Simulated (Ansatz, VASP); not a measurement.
## Two plane-wave programs on Hf

File INCAR:

```
ALGO     = Normal         # electronic algorithm
EDIFF    = 1E-6           # SCF threshold, eV
EDIFFG   = -0.04          # ionic threshold
ENCUT    = 600            # plane-wave cutoff, eV
GGA      = PS             # functional
IBRION   = 2              # ionic algorithm
ISIF     = 3              # what is computed and relaxed
ISMEAR   = 0              # smearing method
LASPH    = T              # aspherical terms in the spheres
LCHARG   = F              # write CHGCAR
LREAL    = F              # projectors in reciprocal space
LWAVE    = F              # write WAVECAR
NELM     = 80             # most SCF steps
NSW      = 90             # ionic steps
PREC     = Accurate       # precision mode
SIGMA    = 0.1            # smearing width, eV
```

Contents of KPOINTS:

```
k-points
0
Gamma
  6 6 6
```

File POSCAR:

```
Hf
1.0
    0.0000000000      2.9408856234      2.9408856234
    2.9408856234      0.0000000000      2.9408856234
    2.9408856234      2.9408856234      0.0000000000
Hf
2
Direct
    0.5000000000      0.5000000000      0.5000000000
    0.7500000000      0.7500000000      0.7500000000
```

Input for Ansatz:

```yaml
crystal:
  lattice:
    - [0.0, 2.9408856234, 2.9408856234]
    - [2.9408856234, 0.0, 2.9408856234]
    - [2.9408856234, 2.9408856234, 0.0]
  atoms:
    - { symbol: Hf, position: [0.5, 0.5, 0.5] }
    - { symbol: Hf, position: [0.75, 0.75, 0.75] }
basis:
  ecutwfc: 420
kpoints:
  mp_grid: { grid: [6, 6, 6] }
hamiltonian:
  xc: pbesol
scf:
  occupations: { method: gaussian, width: 0.1 }
  lower_state_search: "off"
output:
  forces: true
  stress: true
  eigenvalues: true
relax:
  adjacent_minimum: "off"
  f_tol: 0.04
  max_steps: 70
  cell: { stress_tol: 0.4 }
```

Alike in both runs: task relaxation of cell and atoms; functional PBEsol; k mesh 6 × 6 × 6; occupations gaussian, width 0.1 eV; no spin polarisation.

|  | VASP | Ansatz |
| --- | --- | --- |
| version | VASP 6.6.1 | Ansatz 0.2.0 |
| potentials or method | VASP PAW PBE potentials, release 64 (Hf_pv), cutoff 600 eV | scalar-relativistic, plane waves, PAW |
| valence electrons in the cell | 20 | 52 |

VASP gave:

* gap on the k mesh at the Fermi level, each at its own relaxed structure (eV): none
* relaxed volume (Å³/atom): 32.72
* relaxed cell length with the largest relative difference (Å): 4.523

Question: What did Ansatz give for the same quantities?

Answer: gap on the k mesh at the Fermi level, each at its own relaxed structure (eV): none; relaxed volume (Å³/atom): 33.01; relaxed cell length with the largest relative difference (Å): 4.536.

VASP's potentials were made for PBE, not for PBEsol. A gap of «none» marks a metal or a gap that the smearing closes. VASP's potentials hold 20 valence electrons a cell and Ansatz's 52, so a difference there can come from the potentials and not from the codes.

Neither program's run includes spin-orbit coupling. Noted on VASP's run: the volume moved by over 15 % at a fixed basis, so the end points are rough.
